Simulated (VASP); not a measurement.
# Hg (P6_3/mmc) in VASP: notebook

The runs below take Hg through single point, relaxation of shape and atoms at fixed volume, with PBE+D3(BJ).

Program: VASP 6.6.1. These are calculated values, not measurements. Logs are shortened: lines on timing, memory, paths and dates and some standing lists are left out, and cuts for length are marked.

## (1) The cell of the first run

The structure is hexagonal, space group P6_3/mmc (No. 194). The conventional cell has a = 3.192 Å, b = 3.192 Å, c = 10.187 Å, α = 90.00°, β = 90.00°, γ = 120.00°. Hg (site symmetry -3m) has 12 Hg at 3.14 to 3.19 Å within 4.1 Å. Hg (site symmetry -6m2) has 12 Hg at 3.14 to 3.19 Å within 4.1 Å.

## (2) Single point, PBE+D3(BJ)

The input, INCAR:

```
SYSTEM = Hg
PREC = Accurate ; ENCUT = 550
EDIFF = 1E-6 ; ISMEAR = 0
SIGMA = 0.1 ; LREAL = .FALSE.
LASPH = .TRUE. ; NELM = 120
ALGO = Normal ; ISIF = 2
LWAVE = .FALSE. ; LCHARG = .TRUE.
GGA = PE ; IVDW = 12
LELF = .TRUE. ; LVHAR = .TRUE.
NBANDS = 48 ; GGA_COMPAT = .FALSE.
```

The input, KPOINTS:

```
Automatic mesh
0
G
  12 12 4
  0 0 0
```

The input, POSCAR:

```
Hg
1.0
    3.1921486608      0.0000000000      0.0000000000
   -1.5960743304      2.7644818329      0.0000000000
    0.0000000000      0.0000000000     10.1866235629
Hg
4
Direct
    0.0000000000      0.0000000000      0.0000000000
    0.3333333333      0.6666666667      0.2500000000
    0.0000000000      0.0000000000      0.5000000000
    0.6666666667      0.3333333333      0.7500000000
```

Potentials or basis: VASP PAW PBE potentials, release 64 (Hg_sv_GW).

Started as:

```console
$ cat potpaw_PBE.64/Hg_sv_GW/POTCAR > POTCAR
$ mpirun -np 1 vasp_std > vasp.out
```

OUTCAR:

```text
SYSTEM = Hg
   PREC = Accurate
   ENCUT = 550
   EDIFF = 1E-6
   ISMEAR = 0
   LREAL = .FALSE.
   LASPH = .TRUE.
   NELM = 120
   ISIF = 2
   GGA = PE
   IVDW = 12
 IVDW          = 12

 ion  position               nearest neighbor table
   1  0.000  0.000  0.000-   2 3.14   4 3.14   2 3.14   4 3.14   4 3.14   2 3.14
   2  0.333  0.667  0.250-   1 3.14   3 3.14   1 3.14   3 3.14   1 3.14   3 3.14
   3  0.000  0.000  0.500-   2 3.14   4 3.14   2 3.14   4 3.14   4 3.14   2 3.14
   4  0.667  0.333  0.750-   1 3.14   3 3.14   1 3.14   3 3.14   1 3.14   3 3.14

  LATTYP: Found a hexagonal cell.
 ALAT       =     3.1921486608
 C/A-ratio  =     3.1911494875

  Lattice vectors:

 A1 = (   3.1921486608,   0.0000000000,   0.0000000000)
 A2 = (  -1.5960743304,   2.7644818329,   0.0000000000)
 A3 = (   0.0000000000,   0.0000000000,  10.1866235629)

Analysis of symmetry for initial positions (statically):
=====================================================================
 Subroutine PRICEL returns:
 Original cell was already a primitive cell.

 Routine SETGRP: Setting up the symmetry group for a
 hexagonal supercell.

 Subroutine GETGRP returns: Found 24 space group operations
 (whereof 12 operations were pure point group operations)
 out of a pool of 24 trial point group operations.

The static configuration has the point symmetry D_3d.
 The point group associated with its full space group is D_6h.

Analysis of symmetry for dynamics (positions and initial velocities):
=====================================================================
 Subroutine PRICEL returns:
 Original cell was already a primitive cell.

 Routine SETGRP: Setting up the symmetry group for a
 hexagonal supercell.

 Subroutine GETGRP returns: Found 24 space group operations
 (whereof 12 operations were pure point group operations)
 out of a pool of 24 trial point group operations.

The dynamic configuration has the point symmetry D_3d.
 The point group associated with its full space group is D_6h.

 Subroutine INISYM returns: Found 24 space group operations
 (whereof 12 operations are pure point group operations),
 and found     1 'primitive' translations

----------------------------------------------------------------------------------------

                                     Primitive cell

  volume of cell :      89.8933

  direct lattice vectors                    reciprocal lattice vectors
     3.192148661  0.000000000  0.000000000     0.313268618  0.180865721  0.000000000
    -1.596074330  2.764481833  0.000000000     0.000000000  0.361731442  0.000000000
     0.000000000  0.000000000 10.186623563     0.000000000  0.000000000  0.098167955

  length of vectors
[... 90 lines left out ...]
   IBRION =     -1    ionic relax: 0-MD 1-quasi-New 2-CG
   NFREE  =      0    steps in history (QN), initial steepest desc. (CG)
   ISIF   =      2    stress and relaxation
   ISYM   =      2    0-nonsym 1-usesym 2-fastsym
   POTIM  = 0.5000    time-step for ionic-motion
   TEBEG  =    0.0;   TEEND  =   0.0 temperature during run
   PSTRESS=    0.0 pullay stress
   NELECT =      80.0000    total number of electrons
   NUPDOWN=      -1.0000    fix difference up-down
   EMIN   =  10.00;   EMAX   =-10.00  energy-range for DOS
   EFERMI =   0.00;   METHOD = LEGACY
   ISMEAR =     0;   SIGMA  =   0.10  broadening in eV -4-tet -1-fermi 0-gaus
   EFERMI_NEDOS =   21; number of points for ismear=-14 and -15
   IALGO  =     38    algorithm
   IMIX   =      4    mixing-type and parameters
     AMIX     =   0.40;   BMIX     =  1.00
     AMIX_MAG =   1.60;   BMIX_MAG =  1.00
  volume/ion in A,a.u.               =      22.47       151.66
  Fermi-wavevector in a.u.,A,eV,Ry     =   1.574693  2.975738 33.737779  2.479657
  Thomas-Fermi vector in A             =   2.675789
   LORBIT       =      0    0 simple, 1 ext, 2 COOP (PROOUT), +10 PAW based schemes
   GGA     = PE    functional components
   LHFCALC =     F    Hartree Fock is set to
   AEXX    =    0.0000 exact exchange contribution
   IVDW    =    12    specifies the selected vdW correction
   LEPSILON=     F    determine dielectric tensor
   LRPA    =     F    only Hartree local field effects (RPA)
 non-spin polarized calculation
 Gauss-broadening in eV      SIGMA  =   0.10
  energy-cutoff  :      550.00
  volume of cell :       89.89
 maximum number of plane-waves:      2676
   NGX = 13   NGY = 13   NGZ = 39

 number of electron      79.9999997 magnetization

 Free energy of the ion-electron system (eV)
  ---------------------------------------------------
  ext. energy  EPLUGINS =         0.00000000
  ---------------------------------------------------
  free energy    TOTEN  =        -0.27710143 eV

  energy without entropy =       -0.27158474  energy(sigma->0) =       -0.27434309

 E-fermi :   6.4322     XC(G=0): -11.6185

 val. band max:        6.4259285190   @ k =   0.3333   0.1667   0.2500
 cond. band min:       6.4690483733   @ k =   0.4167   0.1667   0.0000
 fundamental gap:      0.0431198543
 Fermi energy:         6.4321560227

 k-point     1 :       0.0000    0.0000    0.0000
  band No.  band energies     occupation
      1    -108.4394      2.00000
      2    -108.4392      2.00000
      3    -108.4333      2.00000
      4    -108.4332      2.00000
      5     -56.8064      2.00000
      6     -56.7842      2.00000
[... 1213 lines left out ...]
     47      14.5099      0.00000
     48      15.7364      0.00000

 [... further k-points ...]

------------------------ aborting loop because EDIFF is reached ----------------------------------------

 Edisp (eV)   -1.86349

 E8    (eV) :    -0.8431

  FORCE on cell =-STRESS in cart. coord.  units (eV):
  Direction    XX          YY          ZZ          XY          YZ          ZX
  --------------------------------------------------------------------------------------
  -------------------------------------------------------------------------------------
  Total       2.09187     2.09187     2.09927    -0.00000    -0.00000     0.00000
  in kB      37.28364    37.28364    37.41557    -0.00000    -0.00000     0.00000
  external pressure =       37.33 kB  Pullay stress =        0.00 kB

 VOLUME and BASIS-vectors are now :
 -----------------------------------------------------------------------------
  energy-cutoff  :      550.00
  volume of cell :       89.89
      direct lattice vectors                 reciprocal lattice vectors
     3.192148661  0.000000000  0.000000000     0.313268618  0.180865721  0.000000000
    -1.596074330  2.764481833  0.000000000     0.000000000  0.361731442  0.000000000
     0.000000000  0.000000000 10.186623563     0.000000000  0.000000000  0.098167955

 POSITION                                       TOTAL-FORCE (eV/Angst)
 -----------------------------------------------------------------------------------
      0.00000      0.00000      0.00000         0.000000      0.000000     -0.000000
     -0.00000      1.84299      2.54666         0.000000     -0.000000     -0.000000
      0.00000      0.00000      5.09331         0.000000      0.000000     -0.000000
      1.59607      0.92149      7.63997        -0.000000     -0.000000      0.000000
 -----------------------------------------------------------------------------------
    total drift:                               -0.000000      0.000000     -0.000000

  FREE ENERGIE OF THE ION-ELECTRON SYSTEM (eV)
  ---------------------------------------------------
  free  energy   TOTEN  =        -2.1405904911 eV

  energy  without entropy=       -2.1350738055  energy(sigma->0) =       -2.13783215
```

OSZICAR:

```text
N       E                     dE             d eps       ncg     rms          rms(c)
DAV:   1     0.208340880410E+04    0.20834E+04   -0.49060E+04  5848   0.245E+03
DAV:   2     0.236436659583E+03   -0.18470E+04   -0.17691E+04  5472   0.108E+03
DAV:   3     0.119737412168E+02   -0.22446E+03   -0.21548E+03  8512   0.348E+02
DAV:   4     0.373249932742E+00   -0.11600E+02   -0.11536E+02  7672   0.118E+02
DAV:   5    -0.402208680647E+00   -0.77546E+00   -0.77530E+00  8024   0.242E+01    0.425E+01
DAV:   6    -0.279716988771E+00    0.12249E+00   -0.50951E-01  7752   0.836E+00    0.251E+01
DAV:   7    -0.278543906996E+00    0.11731E-02   -0.90910E-02  7488   0.263E+00    0.113E+00
DAV:   8    -0.277011846931E+00    0.15321E-02   -0.12674E-02  8448   0.145E+00    0.250E-01
DAV:   9    -0.277111851869E+00   -0.10000E-03   -0.34611E-04  7624   0.134E-01    0.419E-02
DAV:  10    -0.277100541945E+00    0.11310E-04   -0.70487E-05  7736   0.106E-01    0.912E-03
DAV:  11    -0.277101429809E+00   -0.88786E-06   -0.28224E-06  4752   0.192E-02
   1 F= -.21405905E+01 E0= -.21378321E+01  d E =-.551669E-02
```

Run time: 4.4 min. Hardware: 1 thread of Intel Xeon Platinum 8375C at 2.90GHz (Ice Lake), shared host; peak memory 0.36 GiB.

Results:

```yaml
Free_energy: -2.1406 eV
Pressure: 3.7 GPa
Band_gap_on_the_k_mesh: zero (bands 40 and 41 overlap by 1.47 eV)
Dispersion_energy_per_atom: -0.466 eV
```

Caveat: the cell stands under pressure; spin-orbit coupling is left out, which moves the levels of the heavy elements.

## (3) Single point, PBE+D3(BJ) (28.09 Å³/atom)

This run uses another cell than the first one, of 28.09 Å³/atom.

The input, INCAR:

```
SYSTEM = Hg
PREC     = Accurate       ! precision mode
ENCUT    = 500            ! plane-wave cutoff, eV
EDIFF    = 1E-6           ! SCF threshold, eV
ISMEAR   = 0              ! smearing method
SIGMA    = 0.1            ! smearing width, eV
LREAL    = .False.        ! projectors in reciprocal space
LASPH    = .True.         ! aspherical terms in the spheres
NELM     = 120            ! most SCF steps
ALGO     = Normal         ! electronic algorithm
ISIF     = 2              ! what is computed and relaxed
LWAVE    = .False.        ! write WAVECAR
LCHARG   = .False.        ! write CHGCAR
GGA      = PE             ! functional
IVDW     = 12             ! dispersion correction
NBANDS   = 32             ! bands
GGA_COMPAT= .False.
```

The input, KPOINTS:

```
Automatic mesh
0
Gamma
  15 15 4
  0 0 0
```

The input, POSCAR:

```
Hg
1.0
    3.4452344568      0.0000000000      0.0000000000
   -1.7226172284      2.9836605616      0.0000000000
    0.0000000000      0.0000000000     10.9300602901
Hg
4
Direct
    0.0000000000      0.0000000000      0.0000000000
    0.3333333333      0.6666666667      0.2500000000
    0.0000000000      0.0000000000      0.5000000000
    0.6666666667      0.3333333333      0.7500000000
```

Potentials or basis: VASP PAW PBE potentials, release 64 (Hg).

Started as:

```console
$ cat potpaw_PBE.64/Hg/POTCAR > POTCAR
$ mpirun -np 1 vasp_std > vasp.out
```

It took 3.7 min on 1 thread of Oxide Virtual Turin-like, shared host; peak memory 0.33 GiB.

The run converged. Its results:

* Free energy: -2.1853 eV
* Pressure: -1.0 GPa
* Band gap on the k mesh: zero (bands 24 and 25 overlap by 0.44 eV)
* Dispersion energy per atom: -0.373 eV

Levels at points of the mesh, in eV from the Fermi level:
```
           k point  band 22  band 23  band 24  band 25  band 26  band 27
(0.00, 0.00, 0.00)    -5.30    -5.30    -1.26    -0.38     6.66     6.67
(0.00, 0.00, 0.50)    -5.39    -3.59    -3.59     2.65     2.65    11.09
```

Caveat: spin-orbit coupling is left out, which moves the levels of the heavy elements.

## (4) Relaxation of shape and atoms at fixed volume, PBE+D3(BJ) (22.47 Å³/atom)

The input, INCAR:

```
SYSTEM = Hg
PREC = Accurate ; ENCUT = 500
EDIFF = 1E-7 ; ISMEAR = 0
SIGMA = 0.1 ; LREAL = .FALSE.
LASPH = .TRUE. ; NELM = 120
ALGO = Normal ; ISIF = 4
LWAVE = .FALSE. ; LCHARG = .FALSE.
GGA = PE ; IVDW = 12
IBRION = 2 ; NSW = 50
EDIFFG = -0.01 ; GGA_COMPAT = .FALSE.
NELMIN = 4
```

The input, KPOINTS:

```
Automatic mesh
0
G
  15 15 4
  0 0 0
```

The input, POSCAR:

```
Hg
1.0
    3.1982723568      0.0000000000      0.0000000000
   -1.5991361784      2.7697851092      0.0000000000
    0.0000000000      0.0000000000     10.1465691587
Hg
4
Direct
    0.0000000000      0.0000000000      0.0000000000
    0.3333333333      0.6666666667      0.2500000000
    0.0000000000      0.0000000000      0.5000000000
    0.6666666667      0.3333333333      0.7500000000
```

Started as:

```console
$ cat potpaw_PBE.64/Hg/POTCAR > POTCAR
$ mpirun -np 1 vasp_std > vasp.out
```

It took 7.2 min on 1 thread of Oxide Virtual Turin-like, shared host; peak memory 0.27 GiB.

Results (log left out):

| Property | Result |
| --- | --- |
| Free energy | -2.0650 eV |
| Energy gained by relaxing | 0.1 meV/atom |
| Ionic steps | 3 |
| Pressure after relaxing | 4.3 GPa |
| Band gap on the k mesh | zero (bands 24 and 25 overlap by 1.54 eV) |
| Dispersion energy per atom | -0.466 eV |

Step by step:
```csv
step,energy change (eV),largest force (eV/Å),pressure (GPa),volume (Å³)
1,0.0000,0.0000,4.33,89.88
2,-0.0001,0.0000,4.33,89.88
3,-0.0003,0.0000,4.32,89.88
```

Final structure:
```
CELL_PARAMETERS angstrom
3.19217 0.00000 0.00000
-1.59609 2.76450 0.00000
0.00000 0.00000 10.18539
ATOMIC_POSITIONS crystal
Hg 0.00000 0.00000 0.00000
Hg 0.33333 0.66667 0.25000
Hg 0.00000 0.00000 0.50000
Hg 0.66667 0.33333 0.75000
```

Levels at points of the mesh, in eV from the Fermi level:
```csv
k point,band 21,band 22,band 23,band 24,band 25,band 26,band 27,band 28
"(0.00, 0.00, 0.00)",-6.14,-5.84,-5.84,-1.63,-1.16,7.34,7.36,12.65
"(0.00, 0.00, 0.50)",-5.96,-5.96,-4.63,-4.63,2.66,2.66,12.24,12.24
```

Caveat: spin-orbit coupling is left out, which moves the levels of the heavy elements.

## (5) Relaxation of shape and atoms at fixed volume, PBE+D3(BJ) (23.24 Å³/atom)

This run uses another cell than the first one, of 23.24 Å³/atom.

The input, INCAR:

```
  PREC = Accurate
  ENCUT = 500
  EDIFF = 1E-7
  ISMEAR = 0
  SIGMA = 0.1
  LREAL = F
  LASPH = T
  NELM = 120
  ALGO = Normal
  ISIF = 4
  LWAVE = F
  LCHARG = F
  GGA = PE
  IVDW = 12
  IBRION = 2
  NSW = 50
  EDIFFG = -0.01
  GGA_COMPAT = F
  NELMIN = 4
```

The input, KPOINTS:

```
regular mesh
0
Gamma
  15 15 4
```

The input, POSCAR:

```
Hg
1.0
    3.2342110093      0.0000000000      0.0000000000
   -1.6171055047      2.8009088953      0.0000000000
    0.0000000000      0.0000000000     10.2605850970
Hg
4
Direct
    0.0000000000      0.0000000000      0.0000000000
    0.3333333333      0.6666666667      0.2500000000
    0.0000000000      0.0000000000      0.5000000000
    0.6666666667      0.3333333333      0.7500000000
```

Started as:

```console
$ cat potpaw_PBE.64/Hg/POTCAR > POTCAR
$ mpirun -np 1 vasp_std > vasp.out
```

It took 6.6 min on 1 thread of Oxide Virtual Turin-like, shared host; peak memory 0.28 GiB.

The run converged. Its results:

| Item | Value |
| --- | --- |
| Free energy | -2.1335 eV |
| Energy gained by relaxing | 0.0 meV/atom |
| Ionic steps | 3 |
| Pressure after relaxing | 2.7 GPa |
| Band gap on the k mesh | zero (bands 24 and 25 overlap by 1.51 eV) |
| Dispersion energy per atom | -0.450 eV |

The path:
```csv
step,energy change (eV),largest force (eV/Å),pressure (GPa),volume (Å³)
1,0.0000,0.0000,2.74,92.95
2,-0.0001,0.0000,2.74,92.95
3,-0.0002,0.0000,2.74,92.95
```

Final structure:
```yaml
crystal:
  lattice:
    - [3.22965, 0.00000, 0.00000]
    - [-1.61483, 2.79696, 0.00000]
    - [0.00000, 0.00000, 10.28956]
  atoms:
    - { symbol: Hg, position: [0.00000, 0.00000, 0.00000] }
    - { symbol: Hg, position: [0.33333, 0.66667, 0.25000] }
    - { symbol: Hg, position: [0.00000, 0.00000, 0.50000] }
    - { symbol: Hg, position: [0.66667, 0.33333, 0.75000] }
```

Levels at points of the mesh, in eV from the Fermi level:
| k point | band 22 | band 23 | band 24 | band 25 | band 26 | band 27 |
| --- | --- | --- | --- | --- | --- | --- |
| (0.00, 0.00, 0.00) | -5.75 | -5.75 | -1.42 | -1.17 | 7.25 | 7.26 |
| (0.00, 0.00, 0.50) | -5.87 | -4.45 | -4.45 | 2.66 | 2.66 | 12.10 |

Caveat: spin-orbit coupling is left out, which moves the levels of the heavy elements.

## (6) The runs side by side

| task | potentials or basis | cell | k mesh | cutoff (eV) | gap on the mesh (eV) | pressure (GPa) |
| --- | --- | --- | --- | --- | --- | --- |
| single point | VASP PAW PBE potentials, release 64 (Hg_sv_GW) | a = 3.192, b = 3.192, c = 10.187 Å, angles 90.0, 90.0, 120.0°, 4 atoms | 12 × 12 × 4 | 550 | none | 3.7 |
| single point | VASP PAW PBE potentials, release 64 (Hg) | a = 3.445, b = 3.445, c = 10.930 Å, angles 90.0, 90.0, 120.0°, 4 atoms | 15 × 15 × 4 | 500 | none | -1.0 |
| relaxation of shape and atoms at fixed volume | VASP PAW PBE potentials, release 64 (Hg) | relaxed from a = 3.198, b = 3.198, c = 10.147 Å, angles 90.0, 90.0, 120.0°, 4 atoms | 15 × 15 × 4 | 500 | none | 4.3 |
| relaxation of shape and atoms at fixed volume | VASP PAW PBE potentials, release 64 (Hg) | relaxed from a = 3.234, b = 3.234, c = 10.261 Å, angles 90.0, 90.0, 120.0°, 4 atoms | 15 × 15 × 4 | 500 | none | 2.7 |

Alike in all rows: level PBE+D3(BJ); no spin polarisation; smearing gaussian 0.1 eV.

Caveats: spin-orbit coupling is left out, which moves the levels of the heavy elements; the cell stands under pressure (at least some runs).

Absolute energies hang on the potentials; compare differences alone.

The gap in the log of VASP goes by the Fermi energy; the results here count the filled bands.